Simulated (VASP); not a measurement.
# NbAs (Cm) in VASP: single point with PBEsol

Aim: the single point of NbAs with PBEsol.

All numbers are computed with VASP 6.6.1; they aren't measurements. Logs are shortened: lines on timing, memory, paths and dates and some standing lists are left out, and cuts for length are marked.

## (1) The cell of the first run

The structure is monoclinic, space group Cm (No. 8). Conventional cell: a = 12.029 Å, b = 3.439 Å, c = 3.439 Å, α = 90.00°, β = 105.47°, γ = 90.00°. Nb (site symmetry m) has 6 As at 2.59 to 2.62 Å and 8 Nb at 3.32 to 3.44 Å within 3.5 Å. Nb (site symmetry m) has 6 As at 2.60 to 2.61 Å and 8 Nb at 3.32 to 3.44 Å within 3.5 Å. As (site symmetry m) has 6 Nb at 2.60 to 2.61 Å and 8 As at 3.33 to 3.44 Å within 3.5 Å. As (site symmetry m) has 6 Nb at 2.59 to 2.62 Å and 8 As at 3.33 to 3.44 Å within 3.5 Å.

## (2) Single point, PBEsol (shear of c along a, cell held: +2.0 %, then relaxed in part)

The input, INCAR:

```
SYSTEM = NbAs
ALGO = Normal
EDIFF = 1E-7
ENCUT = 520
GGA = PS
ISIF = 2
ISMEAR = 0
LASPH = .TRUE.
LCHARG = .TRUE.
LELF = .TRUE.
LREAL = .FALSE.
LVHAR = .TRUE.
LWAVE = .FALSE.
NBANDS = 46
NELM = 100
PREC = Accurate
SIGMA = 0.1
```

The input, KPOINTS:

```
k-points
0
G
  10 10 4
  0 0 0
```

The input, POSCAR:

```
NbAs
1.0
    3.4393064273      0.0000000000      0.0000000000
    0.0000000000      3.4393064273      0.0000000000
    0.2318616331      0.0000000000     11.5930816539
Nb As
4 4
Direct
    0.5027888235      0.5000000000      0.9987448776
    0.4930420372      0.0000000000      0.2487950383
    0.0027888235      0.0000000000      0.4987448776
   -0.0069579628      0.5000000000      0.7487950383
    0.0064565870      0.0000000000      0.9172120362
   -0.0022874477      0.5000000000      0.1672480480
    0.5064565870      0.5000000000      0.4172120362
    0.4977125523      0.0000000000      0.6672480480
```

Potentials or basis: VASP PAW PBE potentials, release 64 (Nb_sv, As).

The run is started by

```bash
$ cat potpaw_PBE.64/Nb_sv/POTCAR potpaw_PBE.64/As/POTCAR > POTCAR
$ mpirun -np 1 vasp_std > vasp.out
```

OUTCAR:

```text
SYSTEM = NbAs
   EDIFF = 1E-7
   ENCUT = 520
   GGA = PS
   ISIF = 2
   ISMEAR = 0
   LASPH = .TRUE.
   LREAL = .FALSE.
   NELM = 100
   PREC = Accurate

 ion  position               nearest neighbor table
   1  0.503  0.500  0.999-   6 2.59   5 2.61   5 2.61   5 2.61   5 2.61   6 2.62
   2  0.493  0.000  0.249-   7 2.60   7 2.60   6 2.61   6 2.61   6 2.61   6 2.61
   3  0.003  0.000  0.499-   8 2.59   7 2.61   7 2.61   7 2.61   7 2.61   8 2.62
   4  0.993  0.500  0.749-   5 2.60   5 2.60   8 2.61   8 2.61   8 2.61   8 2.61
   5  0.006  0.000  0.917-   4 2.60   4 2.60   1 2.61   1 2.61   1 2.61   1 2.61
   6  0.998  0.500  0.167-   1 2.59   2 2.61   2 2.61   2 2.61   2 2.61   1 2.62
   7  0.506  0.500  0.417-   2 2.60   2 2.60   3 2.61   3 2.61   3 2.61   3 2.61
   8  0.498  0.000  0.667-   3 2.59   4 2.61   4 2.61   4 2.61   4 2.61   3 2.62

  LATTYP: Found a simple monoclinic cell.
 ALAT       =     3.4393064273
 B/A-ratio  =     1.0000000000
 C/A-ratio  =     3.3714355739
 COS(beta)  =    -0.0199960012

  Lattice vectors:

 A1 = (   3.4393064273,   0.0000000000,   0.0000000000)
 A2 = (   0.0000000000,  -3.4393064273,   0.0000000000)
 A3 = (  -0.2318616331,   0.0000000000, -11.5930816539)

Analysis of symmetry for initial positions (statically):
=====================================================================
 Subroutine PRICEL returns following result:

  LATTYP: Found a base centered monoclinic cell.
 ALAT       =    12.0286010966
 B/A-ratio  =     0.2859273826
 C/A-ratio  =     0.2859273826
 COS(beta)  =    -0.2666515224

  Lattice vectors:

 A1 = (  -1.6037223971,   1.7196532137,   5.7965408269)
 A2 = (  -1.6037223971,  -1.7196532136,   5.7965408269)
 A3 = (   3.4393064273,  -0.0000000000,   0.0000000000)

   2 primitive cells build up your supercell.

 Routine SETGRP: Setting up the symmetry group for a
 simple monoclinic supercell.

 Subroutine GETGRP returns: Found  2 space group operations
 (whereof  2 operations were pure point group operations)
 out of a pool of  4 trial point group operations.

The static configuration has the point symmetry C_1h.

Analysis of symmetry for dynamics (positions and initial velocities):
=====================================================================
 Subroutine PRICEL returns following result:

  LATTYP: Found a base centered monoclinic cell.
 ALAT       =    12.0286010966
 B/A-ratio  =     0.2859273826
 C/A-ratio  =     0.2859273826
 COS(beta)  =    -0.2666515224

  Lattice vectors:

 A1 = (  -1.6037223971,   1.7196532137,   5.7965408269)
 A2 = (  -1.6037223971,  -1.7196532136,   5.7965408269)
 A3 = (   3.4393064273,  -0.0000000000,   0.0000000000)

   2 primitive cells build up your supercell.

 Routine SETGRP: Setting up the symmetry group for a
 simple monoclinic supercell.

 Subroutine GETGRP returns: Found  2 space group operations
 (whereof  2 operations were pure point group operations)
 out of a pool of  4 trial point group operations.

The dynamic configuration has the point symmetry C_1h.

 Subroutine INISYM returns: Found  2 space group operations
 (whereof  2 operations are pure point group operations),
 and found     2 'primitive' translations

----------------------------------------------------------------------------------------

                                     Primitive cell

  volume of cell :      68.5663

  direct lattice vectors                    reciprocal lattice vectors
    -1.603722397  1.719653214  5.796540827     0.000000000  0.290756297  0.086258342
    -1.603722397 -1.719653214  5.796540827    -0.000000000 -0.290756297  0.086258342
     3.439306427 -0.000000000  0.000000000     0.290756297  0.000000000  0.080443216

  length of vectors
     6.255319197  6.255319197  3.439306427     0.303281595  0.303281595  0.301679192

  position of ions in fractional coordinates (direct lattice)
     0.498744878  0.498744878  0.501533701
     0.248795038  0.248795038  0.741837076
     0.917212036  0.917212036  0.923668623
     0.667248048  0.667248048  0.164960600

  ion indices of the primitive-cell ions
   primitive index   ion index
                 1           1
                 2           4
                 3           7
                 4           6

----------------------------------------------------------------------------------------

 KPOINTS: k-points

Automatic generation of k-mesh.
 Grid dimensions read from file:
 generate k-points for:   10   10    4

 Generating k-lattice:

  Cartesian coordinates                     Fractional coordinates (reciprocal lattice)
     0.029075630  0.000000000 -0.000581513     0.100000000  0.000000000 -0.000000000
     0.000000000  0.029075630  0.000000000     0.000000000  0.100000000  0.000000000
     0.000000000  0.000000000  0.021564585     0.000000000  0.000000000  0.250000000

  Length of vectors
     0.029081444  0.029075630  0.021564585

  Shift w.r.t. Gamma in fractional coordinates (k-lattice)
     0.000000000  0.000000000  0.000000000

 Subroutine IBZKPT returns following result:
 ===========================================

 Found    132 irreducible k-points:

 Following reciprocal coordinates:
            Coordinates               Weight
  0.000000  0.000000  0.000000      1.000000
  0.100000  0.000000  0.000000      2.000000
  0.200000  0.000000  0.000000      2.000000
  0.300000  0.000000  0.000000      2.000000
  0.400000  0.000000 -0.000000      2.000000
  0.500000  0.000000 -0.000000      1.000000
[... 16 lines left out ...]
  0.400000  0.300000 -0.000000      4.000000
  0.500000  0.300000 -0.000000      2.000000
 [... further k-points ...]
   k-points           NKPTS =    132   k-points in BZ     NKDIM =    132   number of bands    NBANDS=     46
   number of dos      NEDOS =    301   number of ions     NIONS =      8
   total plane-waves  NPLWV =  70560
   dimension x,y,z NGX =    28 NGY =   28 NGZ =   90
   dimension x,y,z NGXF=    56 NGYF=   56 NGZF=  180
   ions per type =               4   4
   NGX,Y,Z   is equivalent  to a cutoff of  13.53, 13.53, 12.90 a.u.
   NGXF,Y,Z  is equivalent  to a cutoff of  27.07, 27.07, 25.81 a.u.
 SYSTEM =  NbAs
   PREC   = accura    normal or accurate (medium, high low for compatibility)
   ISTART =      0    job   : 0-new  1-cont  2-samecut
   ICHARG =      2    charge: 1-file 2-atom 10-const
   ISPIN  =      1    spin polarized calculation?
   LNONCOLLINEAR =      F non collinear calculations
   LSORBIT =      F    spin-orbit coupling
   LASPH  =      T    aspherical Exc in radial PAW
   ENCUT  =  520.0 eV  38.22 Ry    6.18 a.u.   6.39  6.39 21.56*2*pi/ulx,y,z
   NELM   =    100;   NELMIN=  2; NELMDL= -5     # of ELM steps
   EDIFF  = 0.1E-06   stopping-criterion for ELM
   LREAL  =      F    real-space projection
   EDIFFG = 0.1E-05   stopping-criterion for IOM
   NSW    =      0    number of steps for IOM
   IBRION =     -1    ionic relax: 0-MD 1-quasi-New 2-CG
   NFREE  =      0    steps in history (QN), initial steepest desc. (CG)
   ISIF   =      2    stress and relaxation
   ISYM   =      2    0-nonsym 1-usesym 2-fastsym
   POTIM  = 0.5000    time-step for ionic-motion
   TEBEG  =    0.0;   TEEND  =   0.0 temperature during run
   PSTRESS=    0.0 pullay stress
   NELECT =      72.0000    total number of electrons
   NUPDOWN=      -1.0000    fix difference up-down
   EMIN   =  10.00;   EMAX   =-10.00  energy-range for DOS
   EFERMI =   0.00;   METHOD = LEGACY
   ISMEAR =     0;   SIGMA  =   0.10  broadening in eV -4-tet -1-fermi 0-gaus
   EFERMI_NEDOS =   21; number of points for ismear=-14 and -15
   IALGO  =     38    algorithm
   IMIX   =      4    mixing-type and parameters
     AMIX     =   0.40;   BMIX     =  1.00
     AMIX_MAG =   1.60;   BMIX_MAG =  1.00
  volume/ion in A,a.u.               =      17.14       115.68
  Fermi-wavevector in a.u.,A,eV,Ry     =   1.320704  2.495768 23.732081  1.744259
  Thomas-Fermi vector in A             =   2.450511
   LORBIT       =      0    0 simple, 1 ext, 2 COOP (PROOUT), +10 PAW based schemes
   GGA     = PS    functional components
   LHFCALC =     F    Hartree Fock is set to
   AEXX    =    0.0000 exact exchange contribution
   IVDW    =     0    specifies the selected vdW correction
   LEPSILON=     F    determine dielectric tensor
   LRPA    =     F    only Hartree local field effects (RPA)
 non-spin polarized calculation
 Gauss-broadening in eV      SIGMA  =   0.10
  energy-cutoff  :      520.00
  volume of cell :      137.13
 maximum number of plane-waves:      3724
 NGX is ok and might be reduce to    28
   NGX = 13   NGY = 13   NGZ = 43

 number of electron      71.9999999 magnetization

 Free energy of the ion-electron system (eV)
  ---------------------------------------------------
  ext. energy  EPLUGINS =         0.00000000
  ---------------------------------------------------
  free energy    TOTEN  =       -70.22490687 eV

  energy without entropy =      -70.21721466  energy(sigma->0) =      -70.22106077

 E-fermi :   9.6962     XC(G=0): -12.0354

 val. band max:        9.6925081312   @ k =   0.3000   0.0000   0.5000
 cond. band min:       9.6976181605   @ k =   0.5000   0.0000   0.5000
 fundamental gap:      0.0051100292
 Fermi energy:         9.6962273481

 k-point     1 :       0.0000    0.0000    0.0000
  band No.  band energies     occupation
      1     -45.2909      2.00000
      2     -45.2754      2.00000
      3     -45.2747      2.00000
      4     -45.2592      2.00000
      5     -21.5520      2.00000
      6     -21.4419      2.00000
[... 38 lines left out ...]
     45      12.7457      0.00000
     46      12.9910      0.00000

 k-point     2 :       0.1000    0.0000    0.0000
  band No.  band energies     occupation
      1     -45.2893      2.00000
      2     -45.2745      2.00000
      3     -45.2732      2.00000
      4     -45.2584      2.00000
      5     -21.5468      2.00000
      6     -21.4694      2.00000
[... 1070 lines left out ...]
 k-point    24 :       0.5000    0.3000   -0.0000
  band No.  band energies     occupation
      1     -45.2588      2.00000
      2     -45.2588      2.00000
      3     -45.2493      2.00000
      4     -45.2493      2.00000
      5     -21.6444      2.00000
      6     -21.6444      2.00000
[... 38 lines left out ...]
     45      13.1421      0.00000
     46      13.1459      0.00000

 [... further k-points ...]

------------------------ aborting loop because EDIFF is reached ----------------------------------------

  FORCE on cell =-STRESS in cart. coord.  units (eV):
  Direction    XX          YY          ZZ          XY          YZ          ZX
  --------------------------------------------------------------------------------------
  -------------------------------------------------------------------------------------
  Total        0.1894993      0.1747684      0.2098880      0.0000000      0.0000000     -1.5036207
  in kB        2.2140000      2.0418918      2.4522097      0.0000000      0.0000000    -17.5674300
  external PRESSURE =       2.2360338 kB  Pullay stress =       0.0000000 kB

 VOLUME and BASIS-vectors are now :
 -----------------------------------------------------------------------------
  energy-cutoff  :      520.00
  volume of cell :      137.13
      direct lattice vectors                 reciprocal lattice vectors
     3.439306427  0.000000000  0.000000000     0.290756297  0.000000000 -0.005815126
     0.000000000  3.439306427  0.000000000     0.000000000  0.290756297  0.000000000
     0.231861633  0.000000000 11.593081654     0.000000000  0.000000000  0.086258342

 POSITION                                       TOTAL-FORCE (eV/Angst)
 -----------------------------------------------------------------------------------
      1.96082      1.71965     11.57853        -0.000214     -0.000000     -0.000764
      1.75341      0.00000      2.88430         0.000277      0.000000     -0.000841
      0.12523      0.00000      5.78199        -0.000214     -0.000000     -0.000764
      3.58899      1.71965      8.68084         0.000277      0.000000     -0.000841
      0.23487      0.00000     10.63331         0.001739      0.000000      0.000518
      3.47022      1.71965      1.93892        -0.001801      0.000000      0.001087
      1.83859      1.71965      4.83677         0.001739      0.000000      0.000518
      1.86650      0.00000      7.73546        -0.001801      0.000000      0.001087
 -----------------------------------------------------------------------------------
    total drift:                                0.000090     -0.000000     -0.000547

  FREE ENERGIE OF THE ION-ELECTRON SYSTEM (eV)
  ---------------------------------------------------
  free  energy   TOTEN  =       -70.2249068708 eV

  energy  without entropy=      -70.2172146615  energy(sigma->0) =      -70.22106077
```

Run time: 24 min. Hardware: 1 thread of Intel Xeon 8259CL, shared host; peak memory 0.71 GiB.

What came out:

* Free energy: -70.2249 eV
* Pressure: 0.2 GPa
* Band gap on the k mesh: zero (bands 36 and 37 overlap by 0.03 eV)

Forces in eV/Å, atoms in the order of the input:
```
Nb   0.000  0.000 -0.001
Nb   0.000  0.000 -0.001
Nb   0.000  0.000 -0.001
Nb   0.000  0.000 -0.001
As   0.002  0.000  0.001
As  -0.002  0.000  0.001
As   0.002  0.000  0.001
As  -0.002  0.000  0.001
```

Stress tensor (GPa, compression positive):
```
 0.22  0.00 -1.76
 0.00  0.20  0.00
-1.76  0.00  0.25
```

Caveat: the cell differs from its parent crystal (shear of c along a, cell held: +2.0 %, then relaxed in part); the PAW data sets were made with another functional, which shifts forces and pressure a little.
